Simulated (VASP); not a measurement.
Crystal: HfO2.

```
CELL_PARAMETERS angstrom
5.11800 0.00000 0.00000
0.00000 5.18570 0.00000
-0.85866 0.00000 5.21387
ATOMIC_POSITIONS crystal
Hf 0.27550 0.46030 0.70800
Hf 0.72450 0.96030 0.79200
Hf 0.72450 0.53970 0.29200
Hf 0.27550 0.03970 0.20800
O 0.07420 0.16840 0.84670
O 0.92580 0.66840 0.65330
O 0.92580 0.83160 0.15330
O 0.07420 0.33160 0.34670
O 0.44870 0.74190 0.98010
O 0.55130 0.24190 0.51990
O 0.55130 0.25810 0.01990
O 0.44870 0.75810 0.48010
```

Base run:

```yaml
Program: VASP 6.6.1
Functional: RPBE
Potentials_or_basis: VASP PAW PBE potentials, release 64 (Hf_pv, O)
Cutoff: 520 eV
k_mesh: 4 × 4 × 4
Occupations: fermi-dirac, width 0.05 eV
Spin: no spin polarisation
```

Its results: band gap on the k mesh 4.20 eV, indirect (least direct gap 4.28 eV); pressure 7.4 GPa; largest force 0.476 eV/Å.

Q: The run is repeated on the same cell with these changes: functional from RPBE to PBE. What comes out?

A: Band gap on the k mesh 4.11 eV, indirect (least direct gap 4.20 eV); pressure 2.7 GPa; largest force 0.458 eV/Å.

PBE binds more tightly than RPBE, so the same cell stands under less pressure.

Caveats: spin-orbit coupling is left out, which moves the levels of the heavy elements; the PAW data sets were made with another functional, which shifts forces and pressure a little (some runs).

A k mesh can miss the band edges.
